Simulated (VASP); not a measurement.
Set up this calculation in VASP 6.6.1, as the native input.

- Task: single point
- Functional: PBE
- Potentials or basis: VASP PAW PBE potentials, release 64 (Cs_sv, Br)
- Cutoff: 500 eV
- k mesh: 11 × 11 × 11
- Occupations: fermi-dirac, width 0.1 eV
- Spin: no spin polarisation
- Dipole correction: no
- Further INCAR settings: ALGO = Normal; EDIFF = 1e-06; NBANDS = 15

The structure of CsBr (CsCl type) lies in POSCAR:

```
CsBr
1.0
    3.4829351174      0.0000000000      0.0000000000
    0.0000000000      3.4829351174      0.0000000000
    0.0000000000      0.0000000000      3.4829351174
Cs Br
1 1
Direct
    0.0000000000      0.0000000000      0.0000000000
    0.5000000000      0.5000000000      0.5000000000
```

This cell differs from its parent crystal: volume scaled by 0.5.

These files were run (other wordings do the same):

INCAR

```
PREC     = Accurate       # precision mode
ENCUT    = 500            # plane-wave cutoff, eV
EDIFF    = 1E-6           # SCF threshold, eV
ISMEAR   = -1             # smearing method
SIGMA    = 0.1            # smearing width, eV
LREAL    = F              # projectors in reciprocal space
LASPH    = T              # aspherical terms in the spheres
NELM     = 120            # most SCF steps
ALGO     = Normal         # electronic algorithm
ISIF     = 2              # what is computed and relaxed
LWAVE    = F              # write WAVECAR
LCHARG   = F              # write CHGCAR
GGA      = PE             # functional
NBANDS   = 15             # bands
GGA_COMPAT= F
```

KPOINTS

```
Automatic mesh
0
Gamma
  11 11 11
```

Potentials or basis: VASP PAW PBE potentials, release 64 (Cs_sv, Br).

Run with:

```console
$ cat potpaw_PBE.64/Cs_sv/POTCAR potpaw_PBE.64/Br/POTCAR > POTCAR
$ mpirun -np 1 vasp_std > vasp.out
```

Results of the run:

```json
{
  "Pressure": "49.6 GPa",
  "Band gap on the k mesh": "2.38 eV, direct"
}
```

Caveat: spin-orbit coupling is left out, which moves the levels of the heavy elements.

Run time: 34 s on 1 thread of AMD EPYC 7R43 64-Core Processor (Zen 3) (shared host), peak memory 0.14 GiB.
